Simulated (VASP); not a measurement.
Runs of VASP 6.6.1 on BaH. The structure is that of space group Pm-3m (No. 221), or close to it. The cells are those of the table. 

| task | cell | k mesh | cutoff (eV) | gap on the mesh (eV) | pressure (GPa) | relaxed volume (Å³/atom) |
| --- | --- | --- | --- | --- | --- | --- |
| relaxation of cell and atoms | relaxed from a = 3.569 Å, 2 atoms | 16 × 16 × 16 | 600 | none | 0.0 | 23.54 |
| relaxation of cell and atoms | relaxed from a = 3.701 Å, 2 atoms | 16 × 16 × 16 | 600 | none | 0.0 | 23.58 |
| single point | a = 3.701 Å, 2 atoms | 6 × 6 × 6 | 520 | none | -1.6 | - |
| single point | a = 3.569 Å, 2 atoms | 16 × 16 × 16 | 520 | none | (a) | - |

Alike in all rows: level PBE; potentials or basis VASP PAW PBE potentials, release 64 (Ba_sv, H); no spin polarisation; smearing gaussian 0.1 eV.

Question: Estimate the missing entries.

Answer: (a) 0.7.

Caveats: spin-orbit coupling is left out, which moves the levels of the heavy elements.

A k mesh can miss the band edges, and the runs leave out spin-orbit coupling on Ba.

A gap of «none» marks levels without a gap at the run's occupations.
